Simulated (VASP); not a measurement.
# KBaCeBiO6 (F-43m) in VASP: relaxation of cell and atoms with PBE+U

Aim: the relaxation of cell and atoms of KBaCeBiO6 with PBE+U.

All numbers are computed with VASP 6.6.1; they aren't measurements. Logs are shortened: lines on timing, memory, paths and dates and some standing lists are left out, and cuts for length are marked.

## Step 1: The cell of the first run

Symmetry: F-43m, No. 216, cubic system. The conventional cell has a = 8.678 Å, b = 8.678 Å, c = 8.678 Å, α = 90.00°, β = 90.00°, γ = 90.00°. Ba (site symmetry -43m) has 12 O at 3.07 Å and 4 Bi at 3.76 Å and 4 Ce at 3.76 Å within 4.0 Å. Bi (site symmetry -43m) has 6 O at 2.10 Å within 2.8 Å. Within 3.0 Å of Ce (site symmetry -43m) lie 6 O at 2.24 Å. K (site symmetry -43m) has 12 O at 3.07 Å and 4 Bi at 3.76 Å and 4 Ce at 3.76 Å within 4.0 Å. O (site symmetry 2mm) has 1 Bi at 2.10 Å and 1 Ce at 2.24 Å within 2.8 Å.

## Step 2: Relaxation of cell and atoms, PBE+U

File INCAR:

```
ALGO     = Normal         # electronic algorithm
EDIFF    = 1E-7           # SCF threshold, eV
EDIFFG   = -0.005         # ionic threshold
ENCUT    = 600            # plane-wave cutoff, eV
GGA      = PE             # functional
GGA_COMPAT= F            
IBRION   = 2              # ionic algorithm
ISIF     = 3              # what is computed and relaxed
ISMEAR   = 0              # smearing method
LASPH    = T              # aspherical terms in the spheres
LCHARG   = F              # write CHGCAR
LDAU     = T              # DFT+U
LDAUJ    = 0 0 0 0 0    
LDAUL    = -1 -1 3 -1 1   # shell
LDAUPRINT= 1            
LDAUTYPE = 2            
LDAUU    = 0 0 5 0 5.5    # U, eV
LMAXMIX  = 6              # l up to which the mixer works
LREAL    = F              # projectors in reciprocal space
LWAVE    = F              # write WAVECAR
NELM     = 200            # most SCF steps
NELMIN   = 4            
NSW      = 100            # ionic steps
PREC     = Accurate       # precision mode
SIGMA    = 0.02           # smearing width, eV
```

File KPOINTS:

```
k-points
0
Gamma
  6 6 6
```

File POSCAR:

```
KBaCeBiO6
1.0
    0.0000000000      4.3391295323      4.3391295323
    4.3391295323      0.0000000000      4.3391295323
    4.3391295323      4.3391295323      0.0000000000
Ba Bi Ce K O
1 1 1 1 6
Direct
    0.7500000000      0.7500000000      0.7500000000
    0.0000000000      0.0000000000      0.0000000000
    0.5000000000      0.5000000000      0.5000000000
    0.2500000000      0.2500000000      0.2500000000
    0.7582265498      0.2417734502      0.2417734502
    0.2417734502      0.7582265498      0.7582265498
    0.2417734502      0.7582265498      0.2417734502
    0.7582265498      0.2417734502      0.7582265498
    0.2417734502      0.2417734502      0.7582265498
    0.7582265498      0.7582265498      0.2417734502
```

Potentials or basis: VASP PAW PBE potentials, release 64 (Ba_sv, Bi_d, Ce, K_sv, O).

The run is started by

```
$ cat potpaw_PBE.64/Ba_sv/POTCAR potpaw_PBE.64/Bi_d/POTCAR potpaw_PBE.64/Ce/POTCAR potpaw_PBE.64/K_sv/POTCAR potpaw_PBE.64/O/POTCAR > POTCAR
$ mpirun -np 1 vasp_std > vasp.out
```

OUTCAR:

```text
EDIFF = 1E-7
   EDIFFG = -0.005
   ENCUT = 600
   GGA = PE
   IBRION = 2
   ISIF = 3
   ISMEAR = 0
   LASPH = T
   LREAL = F
   NELM = 200
   NELMIN = 4
   NSW = 100
   PREC = Accurate

 ion  position               nearest neighbor table
   1  0.750  0.750  0.750-   6 3.07   8 3.07  10 3.07   5 3.07   7 3.07  10 3.07   5 3.07   8 3.07
                             9 3.07   6 3.07   7 3.07   9 3.07   2 3.76   3 3.76   2 3.76   3 3.76
   2  0.000  0.000  0.000-   5 2.10   6 2.10   7 2.10   8 2.10   9 2.10  10 2.10   1 3.76   4 3.76
                             1 3.76   1 3.76   4 3.76   4 3.76   1 3.76   4 3.76
   3  0.500  0.500  0.500-   5 2.24   6 2.24   7 2.24   8 2.24   9 2.24  10 2.24   1 3.76   1 3.76
                             1 3.76   1 3.76
   4  0.250  0.250  0.250-   2 3.76   2 3.76   2 3.76   2 3.76
   5  0.758  0.242  0.242-   2 2.10   3 2.24   1 3.07   1 3.07
   6  0.242  0.758  0.758-   2 2.10   3 2.24   1 3.07   1 3.07
   7  0.242  0.758  0.242-   2 2.10   3 2.24   1 3.07   1 3.07
   8  0.758  0.242  0.758-   2 2.10   3 2.24   1 3.07   1 3.07
   9  0.242  0.242  0.758-   2 2.10   3 2.24   1 3.07   1 3.07
  10  0.758  0.758  0.242-   2 2.10   3 2.24   1 3.07   1 3.07

  LATTYP: Found a face centered cubic cell.
 ALAT       =     8.6782590646

  Lattice vectors:

 A1 = (   0.0000000000,   4.3391295323,   4.3391295323)
 A2 = (   4.3391295323,   0.0000000000,   4.3391295323)
 A3 = (   4.3391295323,   4.3391295323,   0.0000000000)

Analysis of symmetry for initial positions (statically):
=====================================================================
 Subroutine PRICEL returns:
 Original cell was already a primitive cell.

 Routine SETGRP: Setting up the symmetry group for a
 face centered cubic supercell.

 Subroutine GETGRP returns: Found 24 space group operations
 (whereof 24 operations were pure point group operations)
 out of a pool of 48 trial point group operations.

The static configuration has the point symmetry T_d .

Analysis of symmetry for dynamics (positions and initial velocities):
=====================================================================
 Subroutine PRICEL returns:
 Original cell was already a primitive cell.

 Routine SETGRP: Setting up the symmetry group for a
 face centered cubic supercell.

 Subroutine GETGRP returns: Found 24 space group operations
 (whereof 24 operations were pure point group operations)
 out of a pool of 48 trial point group operations.

The dynamic configuration has the point symmetry T_d .

 Subroutine INISYM returns: Found 24 space group operations
 (whereof 24 operations are pure point group operations),
 and found     1 'primitive' translations

----------------------------------------------------------------------------------------

                                     Primitive cell

  volume of cell :     163.3947

  direct lattice vectors                    reciprocal lattice vectors
     0.000000000  4.339129532  4.339129532    -0.115230485  0.115230485  0.115230485
     4.339129532  0.000000000  4.339129532     0.115230485 -0.115230485  0.115230485
     4.339129532  4.339129532  0.000000000     0.115230485  0.115230485 -0.115230485

  length of vectors
     6.136455833  6.136455833  6.136455833     0.199585054  0.199585054  0.199585054

[... 122 lines left out ...]
 conjugate gradient relaxation of ions
 non-spin polarized calculation
 Gauss-broadening in eV      SIGMA  =   0.02
  energy-cutoff  :      600.00
  volume of cell :      163.39
 maximum number of plane-waves:      5577
 NGX is ok and might be reduce to    50
   NGX = 25   NGY = 25   NGZ = 25

--------------------------------------- Ionic step        1  -------------------------------------------

 number of electron      82.0000000 magnetization

 Free energy of the ion-electron system (eV)
  ---------------------------------------------------
  ext. energy  EPLUGINS =         0.00000000
  ---------------------------------------------------
  free energy    TOTEN  =       -38.43947653 eV

  energy without entropy =      -38.43947653  energy(sigma->0) =      -38.43947653

------------------------ aborting loop because EDIFF is reached ----------------------------------------

  FORCE on cell =-STRESS in cart. coord.  units (eV):
  Direction    XX          YY          ZZ          XY          YZ          ZX
  --------------------------------------------------------------------------------------
  -------------------------------------------------------------------------------------
  Total        1.6886599      1.6886599      1.6886599      0.0000000      0.0000000     -0.0000000
  in kB       16.5582685     16.5582685     16.5582685      0.0000000      0.0000000     -0.0000000
  external PRESSURE =      16.5582685 kB  Pullay stress =       0.0000000 kB
[... 31 lines left out ...]
--------------------------------------- Ionic step        2  -------------------------------------------

 number of electron      81.9999983 magnetization

 E-fermi :   2.5935     XC(G=0):  -9.9773

 val. band max:        2.4193150837   @ k =   0.0000   0.0000   0.0000
 cond. band min:       4.2206201717   @ k =   0.5000   0.5000   0.0000
 fundamental gap:      1.8013050881
 Fermi energy:         2.5935126106

 k-point     1 :       0.0000    0.0000    0.0000
  band No.  band energies     occupation
      1     -30.8618      2.00000
      2     -25.2376      2.00000
      3     -23.1749      2.00000
      4     -19.2041      2.00000
      5     -19.2041      2.00000
      6     -18.8368      2.00000
[... 1034 lines left out ...]
  FREE ENERGIE OF THE ION-ELECTRON SYSTEM (eV)
  ---------------------------------------------------
  free  energy   TOTEN  =       -38.4729906042 eV

  energy  without entropy=      -38.4729906042  energy(sigma->0) =      -38.47299060

atom =   3  type =  3  l = 3

 onsite density matrix

spin component  1

  0.0711  0.0000  0.0289 -0.0000 -0.0000  0.0000  0.0000
  0.0000  0.0002 -0.0000 -0.0000 -0.0000 -0.0000 -0.0000
  0.0289 -0.0000  0.0562  0.0000  0.0000 -0.0000  0.0000
 -0.0000 -0.0000  0.0000  0.0934  0.0000 -0.0000  0.0000
 -0.0000 -0.0000  0.0000  0.0000  0.0562  0.0000 -0.0289
  0.0000 -0.0000 -0.0000 -0.0000  0.0000  0.0338 -0.0000
  0.0000 -0.0000  0.0000  0.0000 -0.0289 -0.0000  0.0711

spin component  2

  0.0711  0.0000  0.0289 -0.0000 -0.0000  0.0000  0.0000
  0.0000  0.0002 -0.0000 -0.0000 -0.0000 -0.0000 -0.0000
  0.0289 -0.0000  0.0562  0.0000  0.0000 -0.0000  0.0000
 -0.0000 -0.0000  0.0000  0.0934  0.0000 -0.0000  0.0000
 -0.0000 -0.0000  0.0000  0.0000  0.0562  0.0000 -0.0289
  0.0000 -0.0000 -0.0000 -0.0000  0.0000  0.0338 -0.0000
  0.0000 -0.0000  0.0000  0.0000 -0.0289 -0.0000  0.0711

 occupancies and eigenvectors

  o =  0.0002  v =  0.0000 -1.0000 -0.0000  0.0000 -0.0000  0.0000 -0.0000  0.0000  0.0000  0.0000  0.0000  0.0000  0.0000  0.0000      0.0000  0.0000  0.0000  0.0000  0.0000  0.0000  0.0000  0.0000  0.0000  0.0000  0.0000  0.0000  0.0000  0.0000
  o =  0.0002  v =  0.0000  0.0000  0.0000  0.0000  0.0000  0.0000  0.0000  0.0000 -1.0000 -0.0000  0.0000 -0.0000  0.0000 -0.0000      0.0000  0.0000  0.0000  0.0000  0.0000  0.0000  0.0000  0.0000  0.0000  0.0000  0.0000  0.0000  0.0000  0.0000
  o =  0.0338  v =  0.0000 -0.0000  0.0000  0.0000  0.7906  0.0007  0.6124  0.0000  0.0000  0.0000  0.0000  0.0000  0.0000  0.0000      0.0000  0.0000  0.0000  0.0000  0.0000  0.0000  0.0000  0.0000  0.0000  0.0000  0.0000  0.0000  0.0000  0.0000
  o =  0.0338  v =  0.0000  0.0000  0.0000  0.0000  0.0000  0.0000  0.0000  0.0000 -0.0000  0.0000  0.0000  0.7906  0.0007  0.6124      0.0000  0.0000  0.0000  0.0000  0.0000  0.0000  0.0000  0.0000  0.0000  0.0000  0.0000  0.0000  0.0000  0.0000
  o =  0.0338  v =  0.0000  0.0000  0.0000  0.0000  0.0000  0.0000  0.0000 -0.6124  0.0000  0.7906 -0.0000 -0.0000  0.0000  0.0000      0.0000  0.0000  0.0000  0.0000  0.0000  0.0000  0.0000  0.0000  0.0000  0.0000  0.0000  0.0000  0.0000  0.0000
  o =  0.0338  v = -0.6124  0.0000  0.7906 -0.0000 -0.0000  0.0000  0.0000  0.0000  0.0000  0.0000  0.0000  0.0000  0.0000  0.0000      0.0000  0.0000  0.0000  0.0000  0.0000  0.0000  0.0000  0.0000  0.0000  0.0000  0.0000  0.0000  0.0000  0.0000
  o =  0.0338  v =  0.0000  0.0000  0.0000  0.0000  0.0000  0.0000  0.0000  0.0000 -0.0000 -0.0000 -0.0000  0.0006 -1.0000  0.0005      0.0000  0.0000  0.0000  0.0000  0.0000  0.0000  0.0000  0.0000  0.0000  0.0000  0.0000  0.0000  0.0000  0.0000
  o =  0.0338  v =  0.0000 -0.0000 -0.0000 -0.0000  0.0006 -1.0000  0.0005  0.0000  0.0000  0.0000  0.0000  0.0000  0.0000  0.0000      0.0000  0.0000  0.0000  0.0000  0.0000  0.0000  0.0000  0.0000  0.0000  0.0000  0.0000  0.0000  0.0000  0.0000
  o =  0.0934  v =  0.0000  0.0000  0.0000  0.0000  0.0000  0.0000  0.0000  0.0000 -0.0000  0.0000  0.0203  0.6122 -0.0000 -0.7904      0.0000  0.0000  0.0000  0.0000  0.0000  0.0000  0.0000  0.0000  0.0000  0.0000  0.0000  0.0000  0.0000  0.0000
  o =  0.0934  v =  0.0000 -0.0000  0.0000  0.0203  0.6122 -0.0000 -0.7904  0.0000  0.0000  0.0000  0.0000  0.0000  0.0000  0.0000      0.0000  0.0000  0.0000  0.0000  0.0000  0.0000  0.0000  0.0000  0.0000  0.0000  0.0000  0.0000  0.0000  0.0000
  o =  0.0934  v =  0.0000  0.0000  0.0000  0.9998 -0.0124 -0.0000  0.0161  0.0000  0.0000  0.0000  0.0000  0.0000  0.0000  0.0000      0.0000  0.0000  0.0000  0.0000  0.0000  0.0000  0.0000  0.0000  0.0000  0.0000  0.0000  0.0000  0.0000  0.0000
  o =  0.0934  v =  0.0000  0.0000  0.0000  0.0000  0.0000  0.0000  0.0000  0.0000  0.0000  0.0000  0.9998 -0.0124 -0.0000  0.0161      0.0000  0.0000  0.0000  0.0000  0.0000  0.0000  0.0000  0.0000  0.0000  0.0000  0.0000  0.0000  0.0000  0.0000
  o =  0.0934  v = -0.7906  0.0000 -0.6124  0.0000  0.0000 -0.0000 -0.0000  0.0000  0.0000  0.0000  0.0000  0.0000  0.0000  0.0000      0.0000  0.0000  0.0000  0.0000  0.0000  0.0000  0.0000  0.0000  0.0000  0.0000  0.0000  0.0000  0.0000  0.0000
  o =  0.0934  v =  0.0000  0.0000  0.0000  0.0000  0.0000  0.0000  0.0000 -0.7906  0.0000 -0.6124  0.0000  0.0000 -0.0000 -0.0000      0.0000  0.0000  0.0000  0.0000  0.0000  0.0000  0.0000  0.0000  0.0000  0.0000  0.0000  0.0000  0.0000  0.0000

--------------------------------------- Ionic step        7  -------------------------------------------

 number of electron      81.9999986 magnetization

 Free energy of the ion-electron system (eV)
  ---------------------------------------------------
  ext. energy  EPLUGINS =         0.00000000
  ---------------------------------------------------
  free energy    TOTEN  =       -38.47300036 eV

  energy without entropy =      -38.47300036  energy(sigma->0) =      -38.47300036

 E-fermi :   2.6090     XC(G=0): -10.0224

 val. band max:        2.4871414482   @ k =   0.0000   0.0000   0.0000
 cond. band min:       4.4157144242   @ k =   0.5000   0.5000   0.0000
 fundamental gap:      1.9285729760
 Fermi energy:         2.6089589186

 k-point     1 :       0.0000    0.0000    0.0000
  band No.  band energies     occupation
      1     -30.7836      2.00000
      2     -25.1560      2.00000
      3     -23.0765      2.00000
      4     -19.1315      2.00000
      5     -19.1315      2.00000
      6     -18.7357      2.00000
[... 858 lines left out ...]
  FREE ENERGIE OF THE ION-ELECTRON SYSTEM (eV)
  ---------------------------------------------------
  free  energy   TOTEN  =       -38.4730003570 eV

  energy  without entropy=      -38.4730003570  energy(sigma->0) =      -38.47300036

 reached required accuracy - stopping structural energy minimisation
```

It took 13 min on 1 thread of AMD EPYC 9R45 (Zen 5), shared host; peak memory 0.46 GiB.

Results:

```
Free energy                           : -38.4730 eV
Relaxed volume                        : 16.59 Å³/atom
Relaxed cell                          : a = 6.168 Å, b = 6.168 Å, c = 6.168 Å, α = 60.00°, β = 60.00°, γ = 60.00°
Space group after relaxing (to 0.1 Å) : F-43m (No. 216)
Energy gained by relaxing             : 3.4 meV/atom
Ionic steps                           : 7
Pressure after relaxing               : 0.0 GPa
Band gap on the k mesh                : 1.93 eV (least direct gap 1.96 eV)
```

The path:
```
step  energy change (eV)  largest force (eV/Å)  pressure (GPa)  volume (Å³)
   1              0.0000                0.4401            1.66       163.39
   2             -0.0269                0.1213           -0.97       167.42
   3             -0.0332                0.0387           -0.21       166.18
   4             -0.0332                0.0461           -0.17       166.12
   5             -0.0334                0.0110            0.12       165.70
   6             -0.0335                0.0068            0.03       165.83
   7             -0.0335                0.0014           -0.01       165.89
```

Final structure:
```cif
data_structure
_symmetry_space_group_name_H-M 'P 1'
_symmetry_Int_Tables_number 1
_cell_length_a 6.1675
_cell_length_b 6.1675
_cell_length_c 6.1675
_cell_angle_alpha 60.000
_cell_angle_beta 60.000
_cell_angle_gamma 60.000
_cell_volume 165.89
loop_
_atom_site_label
_atom_site_type_symbol
_atom_site_fract_x
_atom_site_fract_y
_atom_site_fract_z
_atom_site_occupancy
Ba1 Ba 0.75000 0.75000 0.75000 1
Bi1 Bi 0.00000 0.00000 0.00000 1
Ce1 Ce 0.50000 0.50000 0.50000 1
K1 K 0.25000 0.25000 0.25000 1
O1 O 0.75636 0.24363 0.24363 1
O2 O 0.24363 0.75636 0.75636 1
O3 O 0.24363 0.75636 0.24363 1
O4 O 0.75636 0.24363 0.75636 1
O5 O 0.24363 0.24363 0.75636 1
O6 O 0.75636 0.75636 0.24363 1
```

Eigenvalues of the final occupation matrices:
| site | spin | trace | eigenvalues |
| --- | --- | --- | --- |
| site 3 f | 1 | 0.38 | 0.00 0.03 0.03 0.03 0.09 0.09 0.09 |
| site 3 f | 2 | 0.38 | 0.00 0.03 0.03 0.03 0.09 0.09 0.09 |

Caveat: spin-orbit coupling is left out, which moves the levels of the heavy elements. Spin polarisation is off, so any magnetic state and its effect on volume and gap are missing.
